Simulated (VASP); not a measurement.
# Y (I4/mmm) in VASP: a series of runs

Runs on Y. Level: r2SCAN. Tasks: single point.

Program: VASP 6.6.1. These are calculated values, not measurements. Logs are shortened: lines on timing, memory, paths and dates and some standing lists are left out, and cuts for length are marked.

### 1 The cell of the first run

It takes space group I4/mmm (No. 139, tetragonal). The conventional cell has a = 3.514 Å, b = 3.514 Å, c = 4.224 Å, α = 90.00°, β = 90.00°, γ = 90.00°. Within 4.3 Å of Y (site symmetry 4/mmm) lie 14 Y at 3.26 to 4.22 Å.

### 2 Single point, r2SCAN (strain -0.1500 x Voigt [0, 0, 1, 0, 0, 0])

The input, POSCAR:

```
Y
1.0
    0.0000000000      2.4850000000      2.1122500000
    2.4850000000      0.0000000000      2.1122500000
    2.4850000000      2.4850000000      0.0000000000
Y
1
Direct
    0.0000000000      0.0000000000      0.0000000000
```

The input, INCAR.step1:

```
  PREC = Accurate
  ENCUT = 520
  ISMEAR = 0
  SIGMA = 0.15
  LREAL = False
  LASPH = True
  NELM = 80
  NBANDS = 12
  GGA = PE
  ALGO = Normal
  EDIFF = 1E-4
  LWAVE = True
  LCHARG = False
```

The input, INCAR.step2:

```
  PREC = Accurate
  ENCUT = 520
  EDIFF = 1E-6
  ISMEAR = 0
  SIGMA = 0.15
  LREAL = False
  LASPH = True
  NELM = 80
  ALGO = Normal
  ISIF = 2
  LWAVE = False
  LCHARG = False
  METAGGA = R2SCAN
  LMIXTAU = True
  NBANDS = 12
  ISTART = 1
```

The input, KPOINTS:

```
regular mesh
0
Gamma
  16 16 16
```

Potentials or basis: VASP PAW PBE potentials, release 64 (Y_sv).

Command:

```sh
$ cat potpaw_PBE.64/Y_sv/POTCAR > POTCAR
$ cp INCAR.step1 INCAR
$ mpirun -np 1 vasp_std > vasp.out
$ cp INCAR.step2 INCAR
$ mpirun -np 1 vasp_std > vasp.out
```

OUTCAR:

```text
PREC = Accurate
   ENCUT = 520
   EDIFF = 1E-6
   ISMEAR = 0
   LREAL = False
   LASPH = True
   NELM = 80
   ISIF = 2
   METAGGA = R2SCAN
   ISTART = 1

 ion  position               nearest neighbor table
   1  0.000  0.000  0.000-

  LATTYP: Found a body centered tetragonal cell.
 ALAT       =     3.5143207025
 C/A-ratio  =     1.2020815280

  Lattice vectors:

 A1 = (   0.0000000000,  -2.4850000000,  -2.1122500000)
 A2 = (   0.0000000000,   2.4850000000,  -2.1122500000)
 A3 = (   2.4850000000,   0.0000000000,   2.1122500000)

Analysis of symmetry for initial positions (statically):
=====================================================================
 Subroutine PRICEL returns:
 Original cell was already a primitive cell.

 Routine SETGRP: Setting up the symmetry group for a
 body centered tetragonal supercell.

 Subroutine GETGRP returns: Found 16 space group operations
 (whereof 16 operations were pure point group operations)
 out of a pool of 16 trial point group operations.

The static configuration has the point symmetry D_4h.

Analysis of symmetry for dynamics (positions and initial velocities):
=====================================================================
 Subroutine PRICEL returns:
 Original cell was already a primitive cell.

 Routine SETGRP: Setting up the symmetry group for a
 body centered tetragonal supercell.

 Subroutine GETGRP returns: Found 16 space group operations
 (whereof 16 operations were pure point group operations)
 out of a pool of 16 trial point group operations.

The dynamic configuration has the point symmetry D_4h.

 Subroutine INISYM returns: Found 16 space group operations
 (whereof 16 operations are pure point group operations),
 and found     1 'primitive' translations

----------------------------------------------------------------------------------------

                                     Primitive cell

  volume of cell :      26.0872

  direct lattice vectors                    reciprocal lattice vectors
     0.000000000  2.485000000  2.112250000    -0.201207243  0.201207243  0.236714404
     2.485000000  0.000000000  2.112250000     0.201207243 -0.201207243  0.236714404
     2.485000000  2.485000000  0.000000000     0.201207243  0.201207243 -0.236714404

  length of vectors
     3.261414580  3.261414580  3.514320702     0.370138378  0.370138378  0.370138378

  position of ions in fractional coordinates (direct lattice)
     0.000000000  0.000000000  0.000000000

  ion indices of the primitive-cell ions
   primitive index   ion index
                 1           1

----------------------------------------------------------------------------------------

 KPOINTS: regular mesh

Automatic generation of k-mesh.
 Grid dimensions read from file:
 generate k-points for:   16   16   16

 Generating k-lattice:

  Cartesian coordinates                     Fractional coordinates (reciprocal lattice)
    -0.012575453  0.012575453  0.014794650     0.062500000  0.000000000  0.000000000
     0.012575453 -0.012575453  0.014794650     0.000000000  0.062500000  0.000000000
     0.012575453  0.012575453 -0.014794650     0.000000000  0.000000000  0.062500000

  Length of vectors
     0.023133649  0.023133649  0.023133649

  Shift w.r.t. Gamma in fractional coordinates (k-lattice)
     0.000000000  0.000000000  0.000000000

 Subroutine IBZKPT returns following result:
 ===========================================

 Found    349 irreducible k-points:

 Following reciprocal coordinates:
            Coordinates               Weight
  0.000000  0.000000  0.000000      1.000000
  0.062500  0.000000  0.000000      8.000000
  0.125000  0.000000  0.000000      8.000000
  0.187500  0.000000  0.000000      8.000000
  0.250000  0.000000  0.000000      8.000000
  0.312500  0.000000  0.000000      8.000000
[... 16 lines left out ...]
 -0.125000  0.062500  0.000000      8.000000
 -0.062500  0.062500  0.000000      4.000000
 [... further k-points ...]
   k-points           NKPTS =    349   k-points in BZ     NKDIM =    349   number of bands    NBANDS=     12
   number of dos      NEDOS =    301   number of ions     NIONS =      1
   total plane-waves  NPLWV =  16128
   dimension x,y,z NGX =    24 NGY =   24 NGZ =   28
   dimension x,y,z NGXF=    48 NGYF=   48 NGZF=   56
   ions per type =               1
   NGX,Y,Z   is equivalent  to a cutoff of  12.23, 12.23, 13.25 a.u.
   NGXF,Y,Z  is equivalent  to a cutoff of  24.47, 24.47, 26.49 a.u.
 SYSTEM =  unknown system
   PREC   = accura    normal or accurate (medium, high low for compatibility)
   ISTART =      1    job   : 0-new  1-cont  2-samecut
   ICHARG =      0    charge: 1-file 2-atom 10-const
   ISPIN  =      1    spin polarized calculation?
   LNONCOLLINEAR =      F non collinear calculations
   LSORBIT =      F    spin-orbit coupling
   LASPH  =      T    aspherical Exc in radial PAW
   ENCUT  =  520.0 eV  38.22 Ry    6.18 a.u.   6.06  6.06  6.53*2*pi/ulx,y,z
   NELM   =     80;   NELMIN=  2; NELMDL=  0     # of ELM steps
   EDIFF  = 0.1E-05   stopping-criterion for ELM
   LREAL  =      F    real-space projection
   EDIFFG = 0.1E-04   stopping-criterion for IOM
   NSW    =      0    number of steps for IOM
   IBRION =     -1    ionic relax: 0-MD 1-quasi-New 2-CG
   NFREE  =      0    steps in history (QN), initial steepest desc. (CG)
   ISIF   =      2    stress and relaxation
   ISYM   =      2    0-nonsym 1-usesym 2-fastsym
   POTIM  = 0.5000    time-step for ionic-motion
   TEBEG  =    0.0;   TEEND  =   0.0 temperature during run
   PSTRESS=    0.0 pullay stress
   NELECT =      11.0000    total number of electrons
   NUPDOWN=      -1.0000    fix difference up-down
   EMIN   =  10.00;   EMAX   =-10.00  energy-range for DOS
   EFERMI =   0.00;   METHOD = LEGACY
   ISMEAR =     0;   SIGMA  =   0.15  broadening in eV -4-tet -1-fermi 0-gaus
   EFERMI_NEDOS =   21; number of points for ismear=-14 and -15
   IALGO  =     38    algorithm
   IMIX   =      4    mixing-type and parameters
     AMIX     =   0.40;   BMIX     =  1.00
     AMIX_MAG =   1.60;   BMIX_MAG =  1.00
  volume/ion in A,a.u.               =      26.09       176.05
  Fermi-wavevector in a.u.,A,eV,Ry     =   1.227617  2.319860 20.504584  1.507044
  Thomas-Fermi vector in A             =   2.362574
   LORBIT       =      0    0 simple, 1 ext, 2 COOP (PROOUT), +10 PAW based schemes
   METAGGA = R2SCAN    functional components
   LHFCALC =     F    Hartree Fock is set to
   AEXX    =    0.0000 exact exchange contribution
   IVDW    =     0    specifies the selected vdW correction
   LEPSILON=     F    determine dielectric tensor
   LRPA    =     F    only Hartree local field effects (RPA)
 non-spin polarized calculation
 Gauss-broadening in eV      SIGMA  =   0.15
  energy-cutoff  :      520.00
  volume of cell :       26.09
 maximum number of plane-waves:       724
   NGX = 13   NGY = 13   NGZ = 13

 number of electron      10.9999999 magnetization

 Free energy of the ion-electron system (eV)
  ---------------------------------------------------
  ext. energy  EPLUGINS =         0.00000000
  ---------------------------------------------------
  free energy    TOTEN  =       -19.95476165 eV

  energy without entropy =      -19.94101844  energy(sigma->0) =      -19.94789005

 E-fermi :   4.3413     XC(G=0): -11.0921

 val. band max:        4.3409515679   @ k =  -0.3125   0.1875   0.4375
 cond. band min:       4.3489288683   @ k =  -0.3750   0.0625   0.2500
 fundamental gap:      0.0079773005
 Fermi energy:         4.3413420145

 k-point     1 :       0.0000    0.0000    0.0000
  band No.  band energies     occupation
      1     -39.4131      2.00000
      2     -18.1983      2.00000
      3     -18.1926      2.00000
      4     -18.1926      2.00000
      5      -0.8786      2.00000
      6       6.3309      0.00000
      7       6.3309      0.00000
      8       7.6300      0.00000
      9       8.0708      0.00000
     10       9.8816      0.00000
     11      14.6109      0.00000
     12      17.1784      0.00000

 k-point     2 :       0.0625    0.0000    0.0000
  band No.  band energies     occupation
      1     -39.4063      2.00000
      2     -18.2453      2.00000
      3     -18.2028      2.00000
      4     -18.1971      2.00000
      5      -0.7463      2.00000
      6       6.2751      0.00000
      7       6.3762      0.00000
      8       7.5628      0.00000
      9       8.0378      0.00000
     10       9.7768      0.00000
     11      14.9281      0.00000
     12      17.2563      0.00000

 k-point     3 :       0.1250    0.0000    0.0000
  band No.  band energies     occupation
      1     -39.3869      2.00000
      2     -18.3857      2.00000
      3     -18.2319      2.00000
      4     -18.2014      2.00000
      5      -0.3678      2.00000
      6       6.0402      0.00000
      7       6.4398      0.00000
      8       7.5134      0.00000
      9       8.0439      0.00000
     10       9.5433      0.00000
     11      15.6655      0.00000
     12      17.2633      0.00000
[... 286 lines left out ...]
 k-point    23 :      -0.1250    0.0625    0.0000
  band No.  band energies     occupation
      1     -39.3764      2.00000
      2     -18.4234      2.00000
      3     -18.2538      2.00000
      4     -18.2376      2.00000
      5      -0.1545      2.00000
      6       5.8719      0.00000
      7       6.5949      0.00000
      8       7.5901      0.00000
      9       7.7232      0.00000
     10       9.4746      0.00000
     11      16.0831      0.00000
     12      17.4365      0.00000

 k-point    24 :      -0.0625    0.0625    0.0000
  band No.  band energies     occupation
      1     -39.3974      2.00000
      2     -18.2839      2.00000
      3     -18.2329      2.00000
      4     -18.2105      2.00000
      5      -0.5683      2.00000
      6       6.1123      0.00000
      7       6.4750      0.00000
      8       7.6830      0.00000
      9       7.8411      0.00000
     10       9.6008      0.00000
     11      15.2895      0.00000
     12      17.3092      0.00000

 [... further k-points ...]

------------------------ aborting loop because EDIFF is reached ----------------------------------------

  FORCE on cell =-STRESS in cart. coord.  units (eV):
  Direction    XX          YY          ZZ          XY          YZ          ZX
  --------------------------------------------------------------------------------------
  -------------------------------------------------------------------------------------
  Total        1.9926669      1.9926669      2.4931901      0.0000000     -0.0000000     -0.0000000
  in kB      122.3818968    122.3818968    153.1220977      0.0000000     -0.0000000     -0.0000000
  external PRESSURE =     132.6286304 kB  Pullay stress =       0.0000000 kB

 VOLUME and BASIS-vectors are now :
 -----------------------------------------------------------------------------
  energy-cutoff  :      520.00
  volume of cell :       26.09
      direct lattice vectors                 reciprocal lattice vectors
     0.000000000  2.485000000  2.112250000    -0.201207243  0.201207243  0.236714404
     2.485000000  0.000000000  2.112250000     0.201207243 -0.201207243  0.236714404
     2.485000000  2.485000000  0.000000000     0.201207243  0.201207243 -0.236714404

 POSITION                                       TOTAL-FORCE (eV/Angst)
 -----------------------------------------------------------------------------------
      0.00000      0.00000      0.00000         0.000000     -0.000000      0.000000
 -----------------------------------------------------------------------------------
    total drift:                               -0.000000     -0.000000      0.000000

  FREE ENERGIE OF THE ION-ELECTRON SYSTEM (eV)
  ---------------------------------------------------
  free  energy   TOTEN  =       -19.9547616488 eV

  energy  without entropy=      -19.9410184420  energy(sigma->0) =      -19.94789005
```

Run time: 2.1 min. Hardware: 1 thread of Intel Xeon 6975P-C (Granite Rapids), shared host; peak memory 0.26 GiB.

What came out:

| Item | Value |
| --- | --- |
| Free energy | -19.9548 eV |
| Pressure | 13.3 GPa |
| Band gap on the k mesh | zero (an odd number of electrons rules out a gap without spin polarisation) |

Caveat: the cell differs from its parent crystal (strain -0.1500 x Voigt [0, 0, 1, 0, 0, 0]); the cell stands under pressure; the PAW data sets were made with another functional, which shifts forces and pressure a little.

### 3 Single point, r2SCAN (strain -0.1125 x Voigt [0, 0, 1, 0, 0, 0])

The input, POSCAR:

```
Y
1.0
    0.0000000000      2.4850000000      2.2054375000
    2.4850000000      0.0000000000      2.2054375000
    2.4850000000      2.4850000000      0.0000000000
Y
1
Direct
    0.0000000000      0.0000000000      0.0000000000
```

The input, INCAR.step1:

```
ALGO = Normal ; EDIFF = 1E-4
ENCUT = 520 ; GGA = PE
ISMEAR = 0 ; LASPH = T
LCHARG = F ; LREAL = F
LWAVE = T ; NBANDS = 12
NELM = 100 ; PREC = Accurate
SIGMA = 0.15
```

The input, INCAR.step2:

```
ALGO = Normal ; EDIFF = 1E-6
ENCUT = 520 ; ISIF = 2
ISMEAR = 0 ; ISTART = 1
LASPH = T ; LCHARG = F
LMIXTAU = T ; LREAL = F
LWAVE = F ; METAGGA = R2SCAN
NBANDS = 12 ; NELM = 100
PREC = Accurate ; SIGMA = 0.15
```

The input, KPOINTS:

```
k-points
0
Gamma
  16 16 16
```

Potentials or basis: VASP PAW PBE potentials, release 64 (Y_sv).

Command:

```sh
$ cat potpaw_PBE.64/Y_sv/POTCAR > POTCAR
$ cp INCAR.step1 INCAR
$ mpirun -np 1 vasp_std > vasp.out
$ cp INCAR.step2 INCAR
$ mpirun -np 1 vasp_std > vasp.out
```

Wall time 3.6 min (1 thread of Intel Xeon 6975P-C (Granite Rapids), shared host); peak memory 0.28 GiB.

Results (log left out):

- Free energy: -20.0507 eV
- Pressure: 10.1 GPa
- Band gap on the k mesh: zero (an odd number of electrons rules out a gap without spin polarisation)

Stress tensor (GPa, compression positive):
```
 9.45  0.00  0.00
 0.00  9.45  0.00
 0.00  0.00 11.49
```

Levels at points of the mesh, in eV from the Fermi level:
```tsv
k point	band 3	band 4	band 5	band 6	band 7	band 8
(0.00, 0.00, 0.00)	-22.65	-22.65	-5.19	1.99	1.99	2.94
(0.50, 0.00, 0.00)	-22.86	-22.71	-2.25	1.14	1.32	2.75
(0.50, 0.50, 0.00)	-23.14	-23.14	-2.31	-1.61	4.34	6.67
(0.50, 0.00, 0.50)	-23.04	-22.86	-2.29	-0.96	2.41	6.42
```

Caveat: the cell differs from its parent crystal (strain -0.1125 x Voigt [0, 0, 1, 0, 0, 0]); the cell stands under pressure; the PAW data sets were made with another functional, which shifts forces and pressure a little.
